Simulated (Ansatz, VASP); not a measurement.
# Two plane-wave programs on CdTe

```
CELL_PARAMETERS angstrom
0.00000 3.00669 3.00669
3.00669 0.00000 3.00669
3.00669 3.00669 0.00000
ATOMIC_POSITIONS crystal
Cd 0.50000 0.50000 0.50000
Te 0.00000 0.00000 0.00000
```

Alike in both runs: task single point; functional revPBE; dispersion D4; k mesh 6 × 6 × 6; occupations gaussian, width 0.05 eV; no spin polarisation.

|  | VASP | Ansatz |
| --- | --- | --- |
| version | VASP 6.6.1 | Ansatz 0.2.0 |
| potentials or method | VASP PAW PBE potentials, release 64 (Cd, Te), cutoff 500 eV | scalar-relativistic, plane waves, PAW |
| valence electrons in the cell | 18 | 36 |

Ansatz gave:

```
gap on the k mesh at the Fermi level (eV) : none
pressure (GPa)                            : 0.1
```

Problem. Which values does VASP return?

Solution. gap on the k mesh at the Fermi level (eV): none; pressure (GPa): 0.3.

VASP's potentials were made for PBE, not for revPBE. A gap of «none» marks a metal or a gap that the smearing closes. VASP's potentials hold 18 valence electrons a cell and Ansatz's 36, so a difference there can come from the potentials and not from the codes.

Neither program's run includes spin-orbit coupling.
